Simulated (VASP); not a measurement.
**GaAs: electric field gradients with LDA**

Crystal: GaAs.

```
Ga As
1.0
     0.00000    2.86405    2.86405
     2.86405    0.00000    2.86405
     2.86405    2.86405    0.00000
Ga As
1 1
Cartesian
  0.0000 0.0000 0.0000
  4.2961 4.2961 4.2961
```

This cell differs from its parent crystal: volume scaled by 1.04.

```json
{"Program": "VASP 6.6.1", "Task": "electric field gradients", "Functional": "LDA", "Potentials or basis": "VASP PAW LDA potentials, release 64 (Ga_d, As)", "Cutoff": "520 eV", "k mesh": "10 × 10 × 10", "Occupations": "fermi-dirac, width 0.08 eV", "Spin": "no spin polarisation", "Dipole correction": "no", "Further INCAR settings": "ALGO = Normal; EDIFF = 1e-08; NBANDS = 16"}
```

```
Pressure : -3.9 GPa
```

Levels at points of the mesh, in eV from the Fermi level:
| k point | band 6 | band 7 | band 8 | band 9 | band 10 | band 11 | band 12 | band 13 |
| --- | --- | --- | --- | --- | --- | --- | --- | --- |
| (0.00, 0.00, 0.00) | -12.66 | -0.17 | -0.17 | -0.17 | -0.12 | 3.49 | 3.49 | 3.49 |
| (0.50, 0.00, 0.00) | -11.01 | -6.65 | -1.26 | -1.26 | 0.59 | 4.40 | 4.40 | 7.35 |
| (0.50, 0.50, 0.00) | -10.32 | -6.86 | -2.72 | -2.72 | 1.24 | 1.40 | 9.57 | 9.57 |

It took 14 s on 1 thread of Intel(R) Xeon(R) 6975P-C (Granite Rapids), on a shared host, peak memory 0.17 GiB.

Caveat: without QUAD_EFG the Cq values of the log hold for a quadrupole moment of 1 mb, not for the nuclei.
